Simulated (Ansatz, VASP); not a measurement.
## Br in VASP and in Ansatz

```
Br
1.0
     3.36325   -2.32255    0.00000
     3.36325    2.32255    0.00000
     0.00000    0.00000    8.70230
Br
4
Direct
  0.36510 0.63490 0.39010
  0.13490 0.86510 0.89010
  0.63490 0.36510 0.60990
  0.86510 0.13490 0.10990
```

Alike in both runs: functional r2SCAN; k mesh 6 × 6 × 4; no spin polarisation.

|  | VASP | Ansatz |
| --- | --- | --- |
| version | VASP 6.6.1 | Ansatz 0.2.0 |
| potentials or method | VASP PAW PBE potentials, release 64 (Br) | Ansatz PAW |
| plane-wave cutoff (eV) | 520 | 500 |
| occupations | gaussian, width 0.01 eV | fixed |
| valence electrons in the cell | 28 | 28 |
| task | single point | band structure |

Ansatz gave:

| Property | Result |
| --- | --- |
| gap on the k mesh at the Fermi level (eV) | 2.17 |
| least direct gap on the mesh (eV) | 2.24 |
| pressure (GPa) | 0.7 |
| traceless stress, the component that is largest in VASP (GPa) | 0.87 |
| rms of the force components (eV/Å) | 0.342 |

Task: What did VASP give for the same quantities?

Result: gap on the k mesh at the Fermi level (eV): 2.16; least direct gap on the mesh (eV): 2.23; pressure (GPa): 0.7; traceless stress, the component that is largest in VASP (GPa): 0.84; rms of the force components (eV/Å): 0.336.

VASP's potentials were made for PBE, not for r2SCAN. Atom by atom the forces differ by 0.006 eV/Å (rms over components).
